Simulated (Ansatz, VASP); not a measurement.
Two plane-wave programs on ZnS3

```
Zn S
1.0
     0.00000    3.18080    3.18080
     3.18080    0.00000    3.18080
     3.18080    3.18080    0.00000
Zn S
1 3
Direct
  0.00000 0.00000 0.00000
  0.25000 0.25000 0.25000
  0.75000 0.75000 0.75000
  0.50000 0.50000 0.50000
```

Change from the starting cell: species swapped into the V3Mo type (Fm-3m, No. 225).

Alike in both runs: functional PBE; k mesh 12 × 12 × 12; occupations gaussian, width 0.1 eV; no spin polarisation.

Ansatz relaxed the structure, and its values are those at the end. VASP's run is a single point on that final structure, the one shown.

```csv
,VASP,Ansatz
version,VASP 6.6.1,Ansatz 0.2.0
potentials or method,"VASP PAW PBE potentials, release 64 (Zn, S), cutoff 520 eV","scalar-relativistic, plane waves, PAW"
valence electrons in the cell,30,30
```

|  | VASP | Ansatz | Ansatz less VASP |
| --- | --- | --- | --- |
| gap on the k mesh at the Fermi level (eV) | none | none | - |
| pressure (GPa) | 0.0 | 0.0 | +0.02 |

A gap of «none» marks a metal or a gap that the smearing closes.
